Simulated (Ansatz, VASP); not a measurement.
## One calculation of AlN, two programs

```xyz
2
Lattice="-0.1625 1.9837 1.9837 1.9837 -0.1625 1.9837 1.9837 1.9837 -0.1625" Properties=species:S:1:pos:R:3 pbc="T T T"
Al    1.9024    1.9024    1.9024
N     0.0000    0.0000    0.0000
```

Alike in both runs: task single point; functional PBE; k mesh 10 × 10 × 10; occupations gaussian, width 0.05 eV; no spin polarisation.

|  | VASP | Ansatz |
| --- | --- | --- |
| version | VASP 6.6.1 | Ansatz 0.2.0 |
| potentials or method | VASP PAW PBE potentials, release 64 (Al, N), cutoff 520 eV | scalar-relativistic, plane waves, PAW |
| valence electrons in the cell | 8 | 8 |

Ansatz gave:

* gap on the k mesh at the Fermi level (eV): 2.40
* least direct gap on the mesh (eV): 3.51
* pressure (GPa): -8.1
* traceless stress, the component that is largest in VASP (GPa): 19.86

Problem. Which values does VASP return?

Solution. gap on the k mesh at the Fermi level (eV): 2.38; least direct gap on the mesh (eV): 3.52; pressure (GPa): -8.2; traceless stress, the component that is largest in VASP (GPa): 19.88.
